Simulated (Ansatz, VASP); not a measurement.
# MgO in VASP and in Ansatz

```
Mg O
1.0
     0.00000    2.12691    2.12691
     2.12691    0.00000    2.12691
     2.12691    2.12691    0.00000
Mg O
1 1
Direct
  0.00000 0.00000 0.00000
  0.50000 0.50000 0.50000
```

Alike in both runs: functional PBE; k mesh 10 × 10 × 10; occupations gaussian, width 0.02 eV; no spin polarisation.

Ansatz relaxed the structure, and its values are those at the end. VASP's run is a single point on that final structure, the one shown.

|  | VASP | Ansatz |
| --- | --- | --- |
| version | VASP 6.6.1 | Ansatz 0.2.0 |
| potentials or method | VASP PAW PBE potentials, release 64 (Mg, O), cutoff 600 eV | scalar-relativistic, plane waves, PAW |
| valence electrons in the cell | 8 | 16 |

VASP gave:

- gap on the k mesh at the Fermi level (eV): 4.44
- least direct gap on the mesh (eV): 4.44
- pressure (GPa): -1.0

**Question.** Estimate Ansatz's values.

**Answer.** gap on the k mesh at the Fermi level (eV): 4.46; least direct gap on the mesh (eV): 4.46; pressure (GPa): 0.0.

VASP's potentials hold 8 valence electrons a cell and Ansatz's 16, so a difference there can come from the potentials and not from the codes.
